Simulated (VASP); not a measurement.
The system is Sn.

```xyz
2
Lattice="0.0000 3.2333 3.2333 3.2333 0.0000 3.2333 3.2333 3.2333 0.0000" Properties=species:S:1:pos:R:3 pbc="T T T"
Sn    0.0000    0.0000    0.0000
Sn    1.6167    1.6167    1.6167
```

This isn't the form of Sn at room conditions, which is tetragonal (white tin).

| Quantity | Value |
| --- | --- |
| Program | VASP 6.6.1 |
| Task | relaxation of cell and atoms |
| Functional | r2SCAN |
| Potentials or basis | VASP PAW PBE potentials, release 64 (Sn_d) |
| Cutoff | 600 eV |
| k mesh | 10 × 10 × 10 |
| Occupations | gaussian, width 0.1 eV |
| Spin | no spin polarisation |

At the start: pressure 2.2 GPa; volume 33.80 Å³/atom.

Where does the relaxation end?

Over 3 steps the energy falls by 10.5 meV/atom and the volume is 35.38 Å³/atom (+4.7 %); space group Fd-3m (No. 227, to 0.1 Å) before and after.

Step by step:
```csv
step,energy change (eV),largest force (eV/Å),pressure (GPa),volume (Å³)
1,0.0000,0.0000,2.22,67.61
2,-0.0167,0.0000,-0.87,72.29
3,-0.0209,0.0000,0.00,70.76
```

Final structure:
```
CELL_PARAMETERS angstrom
0.00000 3.28292 3.28292
3.28292 0.00000 3.28292
3.28292 3.28292 0.00000
ATOMIC_POSITIONS crystal
Sn 0.00000 0.00000 0.00000
Sn 0.25000 0.25000 0.25000
```

Caveat: the PAW data sets were made with another functional, which shifts forces and pressure a little.
